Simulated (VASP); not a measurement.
# Nb in VASP: settings compared, part 2 of 2

VASP 6.6.1. Earlier steps stand in the parts before.

**3. Single point, LAK (cell strained by +1.0% along z)**

INCAR

```
SYSTEM = Nb
ALGO = Normal
EDIFF = 1E-6
ENCUT = 380
GGA_COMPAT = .False.
ISIF = 2
ISMEAR = 2
KPAR = 2
LASPH = .True.
LCHARG = .False.
LMIXTAU = .True.
LREAL = .False.
LWAVE = .False.
METAGGA = LAK
NBANDS = 16
NELM = 120
PREC = Accurate
SIGMA = 0.1
```

KPOINTS

```
Automatic mesh
0
Gamma
  15 15 15
  0 0 0
```

POSCAR

```
Nb
1.0
   -1.6639500000      1.6639500000      1.6805895000
    1.6639500000     -1.6639500000      1.6805895000
    1.6639500000      1.6639500000     -1.6805895000
Nb
1
Direct
    0.0000000000      0.0000000000      0.0000000000
```

Potentials or basis: VASP PAW PBE potentials, release 64 (Nb_sv).

The run is started by

```sh
$ cat potpaw_PBE.64/Nb_sv/POTCAR > POTCAR
$ mpirun -np 2 vasp_std > vasp.out
```

It took 71 s on 2 MPI ranks of Intel Xeon 6975P-C (Granite Rapids), shared host; peak memory 0.14 GiB.

The run converged. Its results:

| Quantity | Value |
| --- | --- |
| Free energy | 15.3178 eV |
| Pressure | 3.4 GPa |
| Band gap on the k mesh | zero (an odd number of electrons rules out a gap without spin polarisation) |

Stress tensor (GPa, compression positive):
```
3.85 0.00 0.00
0.00 3.85 0.00
0.00 0.00 2.49
```

Levels at points of the mesh, in eV from the Fermi level:
| k point | band 4 | band 5 | band 6 | band 7 | band 8 | band 9 |
| --- | --- | --- | --- | --- | --- | --- |
| (0.00, 0.00, 0.00) | -31.15 | -6.27 | 0.47 | 0.47 | 0.59 | 3.48 |

Caveat: the cell differs from its parent crystal (cell strained by +1.0% along z); the cell stands under pressure; the PAW data sets were made with another functional, which shifts forces and pressure a little.

**4. Single point, LAK (cell strained by +1.0% along z)**

INCAR

```
SYSTEM = Nb
ALGO = Normal
EDIFF = 1E-7
ENCUT = 620
GGA_COMPAT = .False.
ISIF = 2
ISMEAR = 2
KPAR = 2
LASPH = .True.
LCHARG = .False.
LMIXTAU = .True.
LREAL = .False.
LWAVE = .False.
METAGGA = LAK
NBANDS = 25
NELM = 120
PREC = Accurate
SIGMA = 0.05
```

KPOINTS

```
Automatic mesh
0
Gamma
  18 18 18
  0 0 0
```

POSCAR is that of step 3.

Potentials or basis: VASP PAW PBE potentials, release 64 (Nb_sv).

The run is started by

```sh
$ cat potpaw_PBE.64/Nb_sv/POTCAR > POTCAR
$ mpirun -np 2 vasp_std > vasp.out
```

OUTCAR:

```text
SYSTEM = Nb
   EDIFF = 1E-7
   ENCUT = 620
   ISIF = 2
   ISMEAR = 2
   LASPH = .True.
   LREAL = .False.
   METAGGA = LAK
   NELM = 120
   PREC = Accurate

 ion  position               nearest neighbor table
   1  0.000  0.000  0.000-

  LATTYP: Found a body centered tetragonal cell.
 ALAT       =     3.3279000000
 C/A-ratio  =     1.0100000000

  Lattice vectors:

 A1 = (  -1.6639500000,   1.6639500000,   1.6805895000)
 A2 = (   1.6639500000,  -1.6639500000,   1.6805895000)
 A3 = (   1.6639500000,   1.6639500000,  -1.6805895000)

Analysis of symmetry for initial positions (statically):
=====================================================================
 Subroutine PRICEL returns:
 Original cell was already a primitive cell.

 Routine SETGRP: Setting up the symmetry group for a
 body centered tetragonal supercell.

 Subroutine GETGRP returns: Found 16 space group operations
 (whereof 16 operations were pure point group operations)
 out of a pool of 16 trial point group operations.
[... 161 lines left out ...]
  ext. energy  EPLUGINS =         0.00000000
  ---------------------------------------------------
  free energy    TOTEN  =        15.32598082 eV

  energy without entropy =       15.32598141  energy(sigma->0) =       15.32598096

 E-fermi :  10.9305     XC(G=0): -13.4392

 val. band max:       10.9257737479   @ k =   0.1667   0.0556   0.0000
 cond. band min:      10.9346054541   @ k =  -0.2222   0.4444   0.1667
 fundamental gap:      0.0088317062
 Fermi energy:        10.9304598541

 k-point     1 :       0.0000    0.0000    0.0000
  band No.  band energies     occupation
      1     -45.6153      2.00000
      2     -20.1835      2.00000
      3     -20.1835      2.00000
      4     -20.1834      2.00000
      5       4.6723      2.00000
      6      11.4323      0.00000
[... 481 lines left out ...]
      5       6.1443      2.00000
      6      10.6825      2.00000
[... 10 lines left out ...]
     17      39.9422      0.00000
     18      41.8932      0.00000

 [... further k-points ...]

 [bands above 18 left out]

------------------------ aborting loop because EDIFF is reached ----------------------------------------

  FORCE on cell =-STRESS in cart. coord.  units (eV):
  Direction    XX          YY          ZZ          XY          YZ          ZX
  --------------------------------------------------------------------------------------
  -------------------------------------------------------------------------------------
  Total        0.4497907      0.4497907      0.2919187      0.0000000      0.0000000      0.0000000
  in kB       38.7185301     38.7185301     25.1287158      0.0000000      0.0000000      0.0000000
  external PRESSURE =      34.1885920 kB  Pullay stress =       0.0000000 kB

 VOLUME and BASIS-vectors are now :
 -----------------------------------------------------------------------------
  energy-cutoff  :      620.00
  volume of cell :       18.61
      direct lattice vectors                 reciprocal lattice vectors
    -1.663950000  1.663950000  1.680589500     0.000000000  0.300489798  0.297514652
     1.663950000 -1.663950000  1.680589500     0.300489798  0.000000000  0.297514652
     1.663950000  1.663950000 -1.680589500     0.300489798  0.300489798  0.000000000

 POSITION                                       TOTAL-FORCE (eV/Angst)
 -----------------------------------------------------------------------------------
      0.00000      0.00000      0.00000         0.000000      0.000000     -0.000000
 -----------------------------------------------------------------------------------
    total drift:                                0.000000      0.000000     -0.000000

  FREE ENERGIE OF THE ION-ELECTRON SYSTEM (eV)
  ---------------------------------------------------
  free  energy   TOTEN  =        15.3259808173 eV

  energy  without entropy=       15.3259814051  energy(sigma->0) =       15.32598096
```

OSZICAR:

```text
N       E                     dE             d eps       ncg     rms          rms(c)
DAV:   1     0.164552599255E+03    0.16455E+03   -0.66215E+03 24040   0.595E+02
DAV:   2     0.725746475167E+01   -0.15730E+03   -0.14535E+03 24984   0.238E+02
DAV:   3     0.105969423042E+01   -0.61978E+01   -0.59273E+01 36713   0.479E+01
[... 17 lines left out ...]
DAV:  21     0.153259812775E+02    0.26603E-05   -0.19600E-05 26696   0.374E-02    0.636E-03
DAV:  22     0.153259800989E+02   -0.11786E-05   -0.33571E-06 34506   0.130E-02    0.413E-03
DAV:  23     0.153259811510E+02    0.10520E-05   -0.11718E-06 24918   0.934E-03    0.186E-03
DAV:  24     0.153259807973E+02   -0.35368E-06   -0.31402E-07 26972   0.453E-03    0.524E-04
DAV:  25     0.153259808173E+02    0.20039E-07   -0.26476E-08 25592   0.108E-03
   1 F= 0.15325981E+02 E0= 0.15325981E+02  d E =-.587749E-06
```

stdout:

```text
POSCAR found type information on POSCAR Nb
 POSCAR found :  1 types and       1 ions
 scaLAPACK will be used
 -----------------------------------------------------------------------------
|                                                                             |
|                                                                             |
|     You enforced a specific xc type in the INCAR file but a different       |
|     I HOPE YOU KNOW WHAT YOU ARE DOING!                                     |
|                                                                             |
 -----------------------------------------------------------------------------

 LDA part: xc-table for (None), standard interpolation
 POSCAR, INCAR and KPOINTS ok, starting setup
 FFT: planning ... GRIDC
 FFT: planning ... GRID_SOFT
 FFT: planning ... GRID
 WAVECAR not read
 entering main loop
```

Run time: 3.9 min. Hardware: 2 MPI ranks of Intel Xeon 6975P-C (Granite Rapids), shared host; peak memory 0.3 GiB.

What came out:

```
Free energy            : 15.3260 eV
Pressure               : 3.4 GPa
Band gap on the k mesh : zero (an odd number of electrons rules out a gap without spin polarisation)
```

Stress tensor (GPa, compression positive):
```
3.87 0.00 0.00
0.00 3.87 0.00
0.00 0.00 2.51
```

Levels at points of the mesh, in eV from the Fermi level:
```tsv
k point	band 4	band 5	band 6	band 7	band 8	band 9	band 10	band 11
(0.00, 0.00, 0.00)	-31.11	-6.26	0.50	0.50	0.63	3.52	3.67	14.72
(0.50, 0.00, 0.00)	-31.12	-3.76	-1.52	1.94	3.54	4.28	6.37	12.10
(0.50, 0.50, 0.00)	-31.13	-3.76	-1.65	2.02	3.69	4.34	6.39	12.07
```

Caveat: the cell differs from its parent crystal (cell strained by +1.0% along z); the cell stands under pressure; the PAW data sets were made with another functional, which shifts forces and pressure a little.

**5. Summary**

| task | level | cell | k mesh | cutoff (eV) | smearing | dipole correction | grid for exact exchange (PRECFOCK) | share of exact exchange | tolerance level | purpose | gap on the mesh (eV) | pressure (GPa) |
| --- | --- | --- | --- | --- | --- | --- | --- | --- | --- | --- | --- | --- |
| relaxation of cell and atoms | PBEsol-based global hybrid with 25 % exact exchange | relaxed from a = 2.882 Å, angles 109.5°, 1 atom | 6 × 6 × 6 | 500 | fermi-dirac 0.05 eV | no | Normal | 0.25 | - | - | none | 0.0 |
| single point | LAK | a = 2.892 Å, angles 109.7, 109.7, 108.9°, 1 atom | 15 × 15 × 15 | 380 | methfessel-paxton of order 2 0.1 eV | - | - | - | standard | stress | none | 3.4 |
| single point | LAK | a = 2.892 Å, angles 109.7, 109.7, 108.9°, 1 atom | 18 × 18 × 18 | 620 | methfessel-paxton of order 2 0.05 eV | - | - | - | standard | stress | none | 3.4 |

Alike in all rows: potentials or basis VASP PAW PBE potentials, release 64 (Nb_sv); no spin polarisation.

Caveats: some runs use coarse meshes; the PAW data sets were made with another functional, which shifts forces and pressure a little; the cell stands under pressure (at least some runs).

Absolute energies hang on the potentials; compare differences alone.
